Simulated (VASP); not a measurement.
Ir:

```
Ir
1.0
     0.00000    1.91970    1.91970
     1.91970    0.00000    1.91970
     1.91970    1.91970    0.00000
Ir
1
Direct
  0.00000 0.00000 0.00000
```

| Item | Value |
| --- | --- |
| Program | VASP 6.6.1 |
| Task | relaxation of cell and atoms |
| Functional | PBE |
| Potentials or basis | VASP PAW PBE potentials, release 64 (Ir) |
| Cutoff | 600 eV |
| k mesh | 23 × 23 × 23 |
| Occupations | fermi-dirac, width 0.05 eV |
| Spin | no spin polarisation |

At the start: pressure 9.7 GPa; volume 14.15 Å³/atom.

How do energy, volume and symmetry change on relaxing?

Over 4 steps the energy falls by 10.9 meV/atom and the volume is 14.52 Å³/atom (+2.6 %); space group Fm-3m (No. 225, to 0.1 Å) before and after.

Step by step:
```
step  energy change (eV)  largest force (eV/Å)  pressure (GPa)  volume (Å³)
   1              0.0000                0.0000            9.67        14.15
   2              0.1193                0.0000          -26.00        15.97
   3             -0.0108                0.0000           -0.37        14.54
   4             -0.0109                0.0000           -0.03        14.52
```

Final structure:
```yaml
crystal:
  lattice:
    - [0.00000, 1.93639, 1.93639]
    - [1.93639, 0.00000, 1.93639]
    - [1.93639, 1.93639, 0.00000]
  atoms:
    - { symbol: Ir, position: [0.00000, 0.00000, 0.00000] }
```
